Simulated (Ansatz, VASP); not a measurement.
## CO2: VASP beside Ansatz

INCAR

```
PREC     = Accurate       # precision mode
ENCUT    = 520            # plane-wave cutoff, eV
EDIFF    = 1E-6           # SCF threshold, eV
ISMEAR   = 0              # smearing method
SIGMA    = 0.05           # smearing width, eV
LREAL    = F              # projectors in reciprocal space
LASPH    = T              # aspherical terms in the spheres
NELM     = 60             # most SCF steps
ALGO     = Normal         # electronic algorithm
ISIF     = 2              # what is computed and relaxed
LWAVE    = F              # write WAVECAR
LCHARG   = F              # write CHGCAR
GGA      = PE             # functional
NBANDS   = 44             # bands
```

The input KPOINTS:

```
regular mesh
0
Gamma
  4 4 4
```

The input POSCAR:

```
CO2
1.0
    5.6494823776      0.0000000000      0.0000000000
    0.0000000000      5.6494823776      0.0000000000
    0.0000000000      0.0000000000      6.0731935559
C O
4 8
Direct
    0.0000000000      0.0000000000      0.0000000000
    0.5000000000      0.0000000000      0.5000000000
    0.5000000000      0.5000000000      0.0000000000
    0.0000000000      0.5000000000      0.5000000000
    0.1114834447      0.1114834447      0.1114834447
    0.3885165553      0.8885165553      0.6114834447
    0.6114834447      0.3885165553      0.8885165553
    0.8885165553      0.6114834447      0.3885165553
    0.8885165553      0.8885165553      0.8885165553
    0.6114834447      0.1114834447      0.3885165553
    0.3885165553      0.6114834447      0.1114834447
    0.1114834447      0.3885165553      0.6114834447
```

Input for Ansatz:

```yaml
crystal:
  lattice:
    - [5.6494823776, 0.0, 0.0]
    - [0.0, 5.6494823776, 0.0]
    - [0.0, 0.0, 6.0731935559]
  atoms:
    - { symbol: C, position: [0.0, 0.0, 0.0] }
    - { symbol: C, position: [0.5, 0.0, 0.5] }
    - { symbol: C, position: [0.5, 0.5, 0.0] }
    - { symbol: C, position: [0.0, 0.5, 0.5] }
    - { symbol: O, position: [0.1114834447, 0.1114834447, 0.1114834447] }
    - { symbol: O, position: [0.3885165553, 0.8885165553, 0.6114834447] }
    - { symbol: O, position: [0.6114834447, 0.3885165553, 0.8885165553] }
    - { symbol: O, position: [0.8885165553, 0.6114834447, 0.3885165553] }
    - { symbol: O, position: [0.8885165553, 0.8885165553, 0.8885165553] }
    - { symbol: O, position: [0.6114834447, 0.1114834447, 0.3885165553] }
    - { symbol: O, position: [0.3885165553, 0.6114834447, 0.1114834447] }
    - { symbol: O, position: [0.1114834447, 0.3885165553, 0.6114834447] }
basis:
  ecutwfc: 520.0
kpoints:
  mp_grid: { grid: [4, 4, 4] }
hamiltonian:
  xc: pbe
scf:
  occupations: { method: gaussian, width: 0.05 }
output:
  forces: true
  stress: true
  eigenvalues: true
```

Alike in both runs: task single point; functional PBE; k mesh 4 × 4 × 4; occupations gaussian, width 0.05 eV; no spin polarisation.

|  | VASP | Ansatz |
| --- | --- | --- |
| version | VASP 6.6.1 | Ansatz 0.2.0 |
| potentials or method | VASP PAW PBE potentials, release 64 (C, O), cutoff 520 eV | scalar-relativistic, plane waves, PAW |
| valence electrons in the cell | 64 | 64 |

Ansatz gave:

```
gap on the k mesh at the Fermi level (eV)                     : 7.04
least direct gap on the mesh (eV)                             : 7.04
pressure (GPa)                                                : 15.5
traceless stress, the component that is largest in VASP (GPa) : 1.22
rms of the force components (eV/Å)                            : 2.893
```

Q: Which values does VASP return?

A: gap on the k mesh at the Fermi level (eV): 7.03; least direct gap on the mesh (eV): 7.03; pressure (GPa): 17.5; traceless stress, the component that is largest in VASP (GPa): 1.43; rms of the force components (eV/Å): 3.332.

Atom by atom the forces differ by 0.439 eV/Å (rms over components). With one functional, cell and mesh, what is left measures potentials, basis and numerics.

Noted on VASP's run: the standard files for N, O and F lose accuracy on very short bonds.
